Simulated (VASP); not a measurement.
Input of a VASP 6.6.1 run:

File INCAR:

```
PREC = Accurate ; ENCUT = 520
EDIFF = 1E-6 ; ISMEAR = -1
SIGMA = 0.05 ; LREAL = False
LASPH = True ; NELM = 60
ALGO = Normal ; ISIF = 2
LWAVE = False ; LCHARG = True
GGA = PS ; LELF = True
LVHAR = True ; NBANDS = 17
```

KPOINTS

```
Automatic mesh
0
Gamma
  7 7 7
```

The input POSCAR:

```
PbS
1.0
    3.6291370598      0.0000000000      0.0000000000
    0.0000000000      3.6291370598      0.0000000000
    0.0000000000      0.0000000000      3.6291370598
Pb S
1 1
Direct
    0.0000000000      0.0000000000      0.0000000000
    0.5000000000      0.5000000000      0.5000000000
```

Potentials or basis: VASP PAW PBE potentials, release 64 (Pb_d, S).

Command:

```console
$ cat potpaw_PBE.64/Pb_d/POTCAR potpaw_PBE.64/S/POTCAR > POTCAR
$ mpirun -np 1 vasp_std > vasp.out
```

(1) What does it give for the band gap on the k mesh?

(2) What does it give for the pressure?

Results:

(1) zero (filled and empty bands touch).

(2) -2.6 GPa.

Caveat: the PAW data sets were made with another functional, which shifts forces and pressure a little; spin-orbit coupling is left out, which moves the levels of the heavy elements.
